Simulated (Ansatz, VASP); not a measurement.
# Two plane-wave programs on Mg

```
Mg
1.0
     0.00000    3.38272    3.38272
     3.38272    0.00000    3.38272
     3.38272    3.38272    0.00000
Mg
2
Direct
  0.00000 0.00000 0.00000
  0.25000 0.25000 0.25000
```

Alike in both runs: functional PBEsol; k mesh 14 × 14 × 14; occupations gaussian, width 0.1 eV; no spin polarisation.

Ansatz relaxed the structure, and its values are those at the end. VASP's run is a single point on that final structure, the one shown.

```csv
,VASP,Ansatz
version,VASP 6.6.1,Ansatz 0.2.0
potentials or method,"VASP PAW PBE potentials, release 64 (Mg), cutoff 520 eV","scalar-relativistic, plane waves, PAW"
valence electrons in the cell,4,20
```

|  | VASP | Ansatz | Ansatz less VASP |
| --- | --- | --- | --- |
| gap on the k mesh at the Fermi level (eV) | none | none | - |
| pressure (GPa) | 0.0 | 0.0 | 0.00 |

VASP's potentials were made for PBE, not for PBEsol. A gap of «none» marks a metal or a gap that the smearing closes. VASP's potentials hold 4 valence electrons a cell and Ansatz's 20, so a difference there can come from the potentials and not from the codes.
